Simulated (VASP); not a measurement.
## Be: single point with PBE

Be:

```xyz
1
Lattice="-1.2159 1.2159 1.2159 1.2159 -1.2159 1.2159 1.2159 1.2159 -1.2159" Properties=species:S:1:pos:R:3 pbc="T T T"
Be    0.0000    0.0000    0.0000
```

This isn't the form of Be at room conditions, which is hcp.

```
Program             : VASP 6.6.1
Task                : single point
Functional          : PBE
Potentials or basis : VASP PAW PBE potentials, release 64 (Be)
Cutoff              : 600 eV
k mesh              : 21 × 21 × 21
Occupations         : fermi-dirac, width 0.08 eV
Spin                : no spin polarisation
```

```json
{"Pressure": "12.1 GPa", "Band gap on the k mesh": "zero (bands 1 and 2 overlap by 5.19 eV)"}
```

Levels at points of the mesh, in eV from the Fermi level:
```tsv
k point	band 1	band 2	band 3	band 4
(0.00, 0.00, 0.00)	-12.70	20.91	20.91	20.91
```

Run time: 15 s on 1 thread of Intel Xeon 8259CL, on a shared host, peak memory 0.13 GiB.

Caveat: the cell stands under pressure.
